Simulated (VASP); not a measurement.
A run of VASP 6.6.1:

INCAR

```
SYSTEM = As2Se
  PREC = Accurate
  ENCUT = 520
  EDIFF = 1E-6
  ISMEAR = 0
  SIGMA = 0.2
  LREAL = .False.
  LASPH = .True.
  NELM = 80
  ALGO = Normal
  ISIF = 2
  LWAVE = .False.
  LCHARG = .True.
  GGA = PE
  LELF = .True.
  LVHAR = .True.
  NBANDS = 34
```

The input KPOINTS:

```
regular mesh
0
Gamma
  5 5 1
  0 0 0
```

The input POSCAR:

```
As2Se
1.0
    3.8283823138      0.0000000000      0.0000000000
   -1.9141911569      3.3154763392      0.0000000000
    0.0000000000      0.0000000000     16.3797529771
As Se
6 3
Direct
    0.0000000000      0.0000000000      0.6453659236
    0.6666666667      0.3333333333      0.5670286549
    0.0000000000      0.0000000000      0.3546340764
    0.3333333333      0.6666666667      0.4329713451
    0.6666666667      0.3333333333      0.8930714453
    0.3333333333      0.6666666667      0.1069285547
    0.3333333333      0.6666666667      0.8041747230
    0.6666666667      0.3333333333      0.1958252770
    0.0000000000      0.0000000000      0.0000000000
```

Potentials or basis: VASP PAW PBE potentials, release 64 (As, Se).

Command:

```sh
$ cat potpaw_PBE.64/As/POTCAR potpaw_PBE.64/Se/POTCAR > POTCAR
$ mpirun -np 1 vasp_std > vasp.out
```

Hardware: 1 thread of Intel Xeon 8259CL, on a shared host.

**Question.** How long does it take, and how much memory?

**Answer.** Run time: 99 s on 1 thread of Intel Xeon 8259CL (shared host), peak memory 0.26 GiB. Counts: scf iterations 13, k points 5.
